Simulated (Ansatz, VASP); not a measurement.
# Lu: VASP beside Ansatz

Contents of POSCAR:

```
Lu
1.0
    3.5031000000      0.0000000000      0.0000000000
   -1.7515500000      3.0337735920      0.0000000000
    0.0000000000      0.0000000000      5.5509000000
Lu
2
Direct
    0.3333333333      0.6666666667      0.2500000000
    0.6666666667      0.3333333333      0.7500000000
```

File INCAR.step1:

```
SYSTEM = Lu
PREC = Accurate ; ENCUT = 520
ISMEAR = 0 ; SIGMA = 0.1
LREAL = .False. ; LASPH = .True.
NELM = 80 ; NBANDS = 32
GGA = PE ; ALGO = Normal
EDIFF = 1E-4 ; LWAVE = .True.
LCHARG = .False.
```

INCAR.step2

```
SYSTEM = Lu
PREC = Accurate ; ENCUT = 520
EDIFF = 1E-7 ; ISMEAR = 0
SIGMA = 0.1 ; LREAL = .False.
LASPH = .True. ; NELM = 80
ALGO = Normal ; ISIF = 2
LWAVE = .False. ; LCHARG = .True.
METAGGA = R2SCAN ; LMIXTAU = .True.
LELF = .True. ; LVHAR = .True.
NBANDS = 32 ; ISTART = 1
```

File KPOINTS:

```
Automatic mesh
0
Gamma
  6 6 4
  0 0 0
```

Input for Ansatz:

```yaml
crystal:
  lattice:
    - [3.5031, 0.0, 0.0]
    - [-1.75155, 3.033773592, 0.0]
    - [0.0, 0.0, 5.5509]
  atoms:
    - { symbol: Lu, position: [0.3333333333, 0.6666666667, 0.25] }
    - { symbol: Lu, position: [0.6666666667, 0.3333333333, 0.75] }
basis:
  ecutwfc: 500
kpoints:
  mp_grid: { grid: [6, 6, 4] }
hamiltonian:
  xc: r2scan
scf:
  occupations: { method: gaussian, width: 0.1 }
output:
  forces: true
  stress: true
  eigenvalues: true
```

Alike in both runs: task single point; functional r2SCAN; k mesh 6 × 6 × 4; occupations gaussian, width 0.1 eV; no spin polarisation.

```csv
,VASP,Ansatz
version,VASP 6.6.1,Ansatz 0.2.0
potentials or method,"VASP PAW PBE potentials, release 64 (Lu), cutoff 520 eV","scalar-relativistic, plane waves, PAW"
valence electrons in the cell,50,50
```

VASP gave:

* gap on the k mesh at the Fermi level (eV): none
* pressure (GPa): -0.7
* traceless stress, the component that is largest in VASP (GPa): -1.24

Question: Estimate Ansatz's values.

Answer: gap on the k mesh at the Fermi level (eV): none; pressure (GPa): -0.9; traceless stress, the component that is largest in VASP (GPa): -1.17.

VASP's potentials were made for PBE, not for r2SCAN. A gap of «none» marks a metal or a gap that the smearing closes.

Neither program's run includes spin-orbit coupling.
